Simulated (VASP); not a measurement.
# LaTlO2 (P4/mmm) in VASP: a series of runs

The runs below take LaTlO2 through single point, relaxation of cell and atoms, with r2SCAN, PBE.

Everything below comes from runs of VASP 6.6.1. Logs are shortened: lines on timing, memory, paths and dates and some standing lists are left out, and cuts for length are marked.

### Step 1. The cell of the first run

The structure is tetragonal, space group P4/mmm (No. 123). Conventional cell: a = 3.781 Å, b = 3.781 Å, c = 5.031 Å, α = 90.00°, β = 90.00°, γ = 90.00°. Within 3.3 Å of Tl (site symmetry 4/mmm) lie 6 O at 2.52 to 2.67 Å. Within 3.3 Å of O (site symmetry 4/mmm) lie 2 Tl at 2.52 Å and 4 La at 2.67 Å. O (site symmetry 4/mmm) has 2 La at 2.52 Å and 4 Tl at 2.67 Å within 3.3 Å. La (site symmetry 4/mmm) has 6 O at 2.52 to 2.67 Å within 3.3 Å.

### Step 2. Single point, r2SCAN

Contents of POSCAR:

```
LaTlO2
1.0
    3.7807354270      0.0000000000      0.0000000000
    0.0000000000      3.7807354270      0.0000000000
    0.0000000000      0.0000000000      5.0308832637
Tl O La
1 2 1
Direct
    0.0000000000      0.0000000000      0.0000000000
    0.0000000000      0.0000000000      0.5000000000
    0.5000000000      0.5000000000      0.0000000000
    0.5000000000      0.5000000000      0.5000000000
```

Contents of INCAR.step1:

```
SYSTEM = LaTlO2
  ALGO = Normal
  EDIFF = 1E-4
  ENCUT = 520
  GGA = PE
  ISMEAR = -1
  LASPH = .TRUE.
  LCHARG = .FALSE.
  LREAL = .FALSE.
  LWAVE = .TRUE.
  NBANDS = 26
  NELM = 80
  PREC = Accurate
  SIGMA = 0.02
```

Contents of INCAR.step2:

```
SYSTEM = LaTlO2
  ALGO = Normal
  EDIFF = 1E-6
  ENCUT = 520
  ISIF = 2
  ISMEAR = -1
  ISTART = 1
  LASPH = .TRUE.
  LCHARG = .TRUE.
  LELF = .TRUE.
  LMIXTAU = .TRUE.
  LREAL = .FALSE.
  LVHAR = .TRUE.
  LWAVE = .FALSE.
  METAGGA = R2SCAN
  NBANDS = 26
  NELM = 80
  PREC = Accurate
  SIGMA = 0.02
```

Contents of KPOINTS:

```
k-points
0
G
  8 8 6
  0 0 0
```

Potentials or basis: VASP PAW PBE potentials, release 64 (Tl_d, O, La).

The run is started by

```console
> cat potpaw_PBE.64/Tl_d/POTCAR potpaw_PBE.64/O/POTCAR potpaw_PBE.64/La/POTCAR > POTCAR
> cp INCAR.step1 INCAR
> mpirun -np 1 vasp_std > vasp.out
> cp INCAR.step2 INCAR
> mpirun -np 1 vasp_std > vasp.out
```

OUTCAR:

```text
SYSTEM = LaTlO2
   EDIFF = 1E-6
   ENCUT = 520
   ISIF = 2
   ISMEAR = -1
   ISTART = 1
   LASPH = .TRUE.
   LREAL = .FALSE.
   METAGGA = R2SCAN
   NELM = 80
   PREC = Accurate

 ion  position               nearest neighbor table
   1  0.000  0.000  0.000-   2 2.52   2 2.52   3 2.67   3 2.67   3 2.67   3 2.67   4 3.67   4 3.67
                             4 3.67   4 3.67   4 3.67   4 3.67   4 3.67   4 3.67
   2  0.000  0.000  0.500-   1 2.52   1 2.52   4 2.67   4 2.67   4 2.67   4 2.67
   3  0.500  0.500  0.000-   4 2.52   4 2.52   1 2.67   1 2.67   1 2.67   1 2.67
   4  0.500  0.500  0.500-   3 2.52   3 2.52   2 2.67   2 2.67   2 2.67   2 2.67   1 3.67   1 3.67
                             1 3.67   1 3.67   1 3.67   1 3.67   1 3.67   1 3.67

  LATTYP: Found a simple tetragonal cell.
 ALAT       =     3.7807354270
 C/A-ratio  =     1.3306626081

  Lattice vectors:

 A1 = (   3.7807354270,   0.0000000000,   0.0000000000)
 A2 = (   0.0000000000,   3.7807354270,   0.0000000000)
 A3 = (   0.0000000000,   0.0000000000,   5.0308832637)

Analysis of symmetry for initial positions (statically):
=====================================================================
 Subroutine PRICEL returns:
 Original cell was already a primitive cell.

 Routine SETGRP: Setting up the symmetry group for a
 simple tetragonal supercell.

 Subroutine GETGRP returns: Found 16 space group operations
 (whereof 16 operations were pure point group operations)
 out of a pool of 16 trial point group operations.

The static configuration has the point symmetry D_4h.

Analysis of symmetry for dynamics (positions and initial velocities):
=====================================================================
 Subroutine PRICEL returns:
 Original cell was already a primitive cell.

 Routine SETGRP: Setting up the symmetry group for a
 simple tetragonal supercell.

 Subroutine GETGRP returns: Found 16 space group operations
 (whereof 16 operations were pure point group operations)
 out of a pool of 16 trial point group operations.

The dynamic configuration has the point symmetry D_4h.

 Subroutine INISYM returns: Found 16 space group operations
 (whereof 16 operations are pure point group operations),
 and found     1 'primitive' translations

----------------------------------------------------------------------------------------

[... 92 lines left out ...]
   LSORBIT =      F    spin-orbit coupling
   LASPH  =      T    aspherical Exc in radial PAW
   ENCUT  =  520.0 eV  38.22 Ry    6.18 a.u.   7.03  7.03  9.35*2*pi/ulx,y,z
   NELM   =     80;   NELMIN=  2; NELMDL=  0     # of ELM steps
   EDIFF  = 0.1E-05   stopping-criterion for ELM
   LREAL  =      F    real-space projection
   EDIFFG = 0.1E-04   stopping-criterion for IOM
   NSW    =      0    number of steps for IOM
   IBRION =     -1    ionic relax: 0-MD 1-quasi-New 2-CG
   NFREE  =      0    steps in history (QN), initial steepest desc. (CG)
   ISIF   =      2    stress and relaxation
   ISYM   =      2    0-nonsym 1-usesym 2-fastsym
   POTIM  = 0.5000    time-step for ionic-motion
   TEBEG  =    0.0;   TEEND  =   0.0 temperature during run
   PSTRESS=    0.0 pullay stress
   NELECT =      36.0000    total number of electrons
   NUPDOWN=      -1.0000    fix difference up-down
   EMIN   =  10.00;   EMAX   =-10.00  energy-range for DOS
   EFERMI =   0.00;   METHOD = LEGACY
   ISMEAR =    -1;   SIGMA  =   0.02  broadening in eV -4-tet -1-fermi 0-gaus
   EFERMI_NEDOS =   21; number of points for ismear=-14 and -15
   IALGO  =     38    algorithm
   IMIX   =      4    mixing-type and parameters
     AMIX     =   0.40;   BMIX     =  1.00
     AMIX_MAG =   1.60;   BMIX_MAG =  1.00
  volume/ion in A,a.u.               =      17.98       121.32
  Fermi-wavevector in a.u.,A,eV,Ry     =   1.299900  2.456455 22.990321  1.689741
  Thomas-Fermi vector in A             =   2.431134
   LORBIT       =      0    0 simple, 1 ext, 2 COOP (PROOUT), +10 PAW based schemes
   METAGGA = R2SCAN    functional components
   LHFCALC =     F    Hartree Fock is set to
   AEXX    =    0.0000 exact exchange contribution
   IVDW    =     0    specifies the selected vdW correction
   LEPSILON=     F    determine dielectric tensor
   LRPA    =     F    only Hartree local field effects (RPA)
 non-spin polarized calculation
  energy-cutoff  :      520.00
  volume of cell :       71.91
 maximum number of plane-waves:      1952
   NGX = 15   NGY = 15   NGZ = 19

 number of electron      35.9999990 magnetization

 Free energy of the ion-electron system (eV)
  ---------------------------------------------------
  ext. energy  EPLUGINS =         0.00000000
  ---------------------------------------------------
  free energy    TOTEN  =      -103.23275881 eV

  energy without entropy =     -103.23110770  energy(sigma->0) =     -103.23193326

 E-fermi :   7.9233     XC(G=0): -11.1547

 val. band max:        7.9054952613   @ k =   0.2500   0.2500   0.5000
 cond. band min:       7.9307904928   @ k =   0.3750   0.0000   0.5000
 fundamental gap:      0.0252952315
 Fermi energy:         7.9233206031

 k-point     1 :       0.0000    0.0000    0.0000
  band No.  band energies     occupation
      1     -26.5254      2.00000
      2     -11.7693      2.00000
      3     -11.0022      2.00000
      4      -9.8369      2.00000
      5      -9.5542      2.00000
      6      -9.5542      2.00000
[... 685 lines left out ...]
     25      10.2565      0.00000
     26      10.2770      0.00000

 [... further k-points ...]

------------------------ aborting loop because EDIFF is reached ----------------------------------------

  FORCE on cell =-STRESS in cart. coord.  units (eV):
  Direction    XX          YY          ZZ          XY          YZ          ZX
  --------------------------------------------------------------------------------------
  -------------------------------------------------------------------------------------
  Total       -0.1811914     -0.1811914     -0.1857015      0.0000000     -0.0000000      0.0000000
  in kB       -4.0369301     -4.0369301     -4.1374154      0.0000000     -0.0000000      0.0000000
  external PRESSURE =      -4.0704252 kB  Pullay stress =       0.0000000 kB

 VOLUME and BASIS-vectors are now :
 -----------------------------------------------------------------------------
  energy-cutoff  :      520.00
  volume of cell :       71.91
      direct lattice vectors                 reciprocal lattice vectors
     3.780735427  0.000000000  0.000000000     0.264498804  0.000000000  0.000000000
     0.000000000  3.780735427  0.000000000     0.000000000  0.264498804  0.000000000
     0.000000000  0.000000000  5.030883264     0.000000000  0.000000000  0.198772253

 POSITION                                       TOTAL-FORCE (eV/Angst)
 -----------------------------------------------------------------------------------
      0.00000      0.00000      0.00000         0.000000      0.000000      0.000000
      0.00000      0.00000      2.51544         0.000000      0.000000      0.000000
      1.89037      1.89037      0.00000         0.000000      0.000000      0.000000
      1.89037      1.89037      2.51544         0.000000      0.000000      0.000000
 -----------------------------------------------------------------------------------
    total drift:                               -0.000000     -0.000000      0.000000

  FREE ENERGIE OF THE ION-ELECTRON SYSTEM (eV)
  ---------------------------------------------------
  free  energy   TOTEN  =      -103.2327588110 eV

  energy  without entropy=     -103.2311077027  energy(sigma->0) =     -103.23193326
```

OUTCAR.step1:

```text
SYSTEM = LaTlO2
   EDIFF = 1E-4
   ENCUT = 520
   GGA = PE
   ISMEAR = -1
   LASPH = .TRUE.
[... 926 lines left out ...]
      0.00000      0.00000      2.51544         0.000000      0.000000      0.000000
      1.89037      1.89037      0.00000         0.000000      0.000000      0.000000
      1.89037      1.89037      2.51544         0.000000      0.000000      0.000000
 -----------------------------------------------------------------------------------
    total drift:                               -0.000000      0.000000      0.000000

  FREE ENERGIE OF THE ION-ELECTRON SYSTEM (eV)
  ---------------------------------------------------
  free  energy   TOTEN  =       -24.6303871787 eV

  energy  without entropy=      -24.6284590475  energy(sigma->0) =      -24.62942311
```

Run time: 3.3 min. Hardware: 1 thread of Intel Xeon 6975P-C (Granite Rapids), shared host; peak memory 0.28 GiB.

What came out:

```yaml
Free_energy: -103.2328 eV
Pressure: -0.4 GPa
Band_gap_on_the_k_mesh: zero (bands 18 and 19 overlap by 1.27 eV)
```

Levels at points of the mesh, in eV from the Fermi level:
```csv
k point,band 14,band 15,band 16,band 17,band 18,band 19,band 20,band 21,band 22,band 23
"(0.00, 0.00, 0.00)",-3.98,-3.98,-3.35,-3.35,-2.87,-0.43,1.74,2.10,2.30,2.30
"(0.50, 0.00, 0.00)",-5.26,-5.08,-2.73,-2.55,-0.18,1.44,1.74,1.75,1.86,2.01
"(0.50, 0.50, 0.00)",-4.60,-3.93,-3.66,-3.66,-2.74,1.24,1.24,1.91,1.91,2.15
"(0.00, 0.00, 0.50)",-3.84,-3.84,-3.64,-3.64,-1.20,-0.43,1.44,1.71,2.10,2.16
"(0.50, 0.00, 0.50)",-4.91,-4.35,-2.74,-2.73,0.84,0.92,1.71,1.83,1.88,2.14
"(0.50, 0.50, 0.50)",-4.98,-4.41,-3.66,-3.66,-0.56,1.91,1.91,1.98,1.98,2.14
```

Caveat: the PAW data sets were made with another functional, which shifts forces and pressure a little; spin-orbit coupling is left out, which moves the levels of the heavy elements.

### Step 3. Relaxation of cell and atoms, PBE

This run uses another cell than the first one, of 13.64 Å³/atom.

Contents of INCAR:

```
SYSTEM = LaTlO2
PREC = Accurate
ENCUT = 600
EDIFF = 1E-7
ISMEAR = -1
SIGMA = 0.02
LREAL = .False.
LASPH = .True.
NELM = 100
ALGO = Normal
ISIF = 3
LWAVE = .False.
LCHARG = .False.
GGA = PE
IBRION = 2
NSW = 80
EDIFFG = -0.005
```

Contents of KPOINTS:

```
regular mesh
0
Gamma
  8 8 6
  0 0 0
```

Contents of POSCAR:

```
LaTlO2
1.0
    3.3786919650      0.0000000000      0.0000000000
    0.0000000000      3.3786919650      0.0000000000
    0.0000000000      0.0000000000      4.7781920000
Tl O La
1 2 1
Direct
    0.0000000000      0.0000000000      0.0000000000
    0.0000000000      0.0000000000      0.5000000000
    0.5000000000      0.5000000000      0.0000000000
    0.5000000000      0.5000000000      0.5000000000
```

Potentials or basis: VASP PAW PBE potentials, release 64 (Tl_d, O, La).

The run is started by

```console
> cat potpaw_PBE.64/Tl_d/POTCAR potpaw_PBE.64/O/POTCAR potpaw_PBE.64/La/POTCAR > POTCAR
> mpirun -np 1 vasp_std > vasp.out
```

It took 6.7 min on 1 thread of Intel Xeon 6975P-C (Granite Rapids), shared host; peak memory 0.31 GiB.

Results (log left out):

```yaml
Free_energy: -24.6185 eV
Relaxed_volume: 18.25 Å³/atom
Relaxed_cell: a = 3.805 Å, b = 3.805 Å, c = 5.040 Å, α = 90.00°, β = 90.00°, γ = 90.00°
Space_group_after_relaxing_to_0.1_Å: P4/mmm (No. 123)
Energy_gained_by_relaxing: 540.1 meV/atom
Ionic_steps: 12
Pressure_after_relaxing: 0.0 GPa
Band_gap_on_the_k_mesh: zero (bands 18 and 19 overlap by 1.17 eV)
```

The path:
```
step  energy change (eV)  largest force (eV/Å)  pressure (GPa)  volume (Å³)
   1              0.0000                0.0000           49.50        54.55
   2             -0.8505                0.0000          -14.88        95.01
   3             -2.1306                0.0000           -0.68        72.98
   4             -2.1314                0.0000           -0.17        72.58
   5             -2.1309                0.0000            0.33        72.18
   6             -2.1486                0.0000            0.56        72.14
   7             -2.1566                0.0000            0.94        72.08
   8             -2.1572                0.0000            1.18        72.05
   9             -2.1586                0.0000           -0.81        73.67
  10             -2.1605                0.0000            0.04        72.96
  11             -2.1605                0.0000            0.02        72.98
  12             -2.1605                0.0000            0.00        72.98
```

Final structure:
```yaml
crystal:
  lattice:
    - [3.80512, 0.00000, 0.00000]
    - [0.00000, 3.80512, 0.00000]
    - [0.00000, 0.00000, 5.04048]
  atoms:
    - { symbol: Tl, position: [0.00000, 0.00000, 0.00000] }
    - { symbol: O, position: [0.00000, 0.00000, 0.50000] }
    - { symbol: O, position: [0.50000, 0.50000, 0.00000] }
    - { symbol: La, position: [0.50000, 0.50000, 0.50000] }
```

Levels at points of the mesh, in eV from the Fermi level:
| k point | band 15 | band 16 | band 17 | band 18 | band 19 | band 20 | band 21 | band 22 |
| --- | --- | --- | --- | --- | --- | --- | --- | --- |
| (0.00, 0.00, 0.00) | -3.65 | -3.07 | -3.07 | -2.59 | -0.47 | 1.42 | 1.73 | 1.92 |
| (0.50, 0.00, 0.00) | -4.68 | -2.47 | -2.33 | -0.17 | 1.25 | 1.40 | 1.53 | 1.62 |
| (0.50, 0.50, 0.00) | -3.84 | -3.34 | -3.34 | -2.48 | 1.11 | 1.11 | 1.55 | 1.55 |
| (0.00, 0.00, 0.50) | -3.50 | -3.37 | -3.37 | -1.07 | -0.47 | 1.11 | 1.40 | 1.73 |
| (0.50, 0.00, 0.50) | -4.05 | -2.51 | -2.46 | 0.70 | 0.81 | 1.37 | 1.50 | 1.53 |
| (0.50, 0.50, 0.50) | -4.09 | -3.35 | -3.35 | -0.48 | 1.55 | 1.55 | 1.77 | 1.77 |

Caveat: the volume moved by over 15 % at a fixed basis, so the end points are rough; spin-orbit coupling is left out, which moves the levels of the heavy elements.

The gap in the log of VASP goes by the Fermi energy; the results here count the filled bands.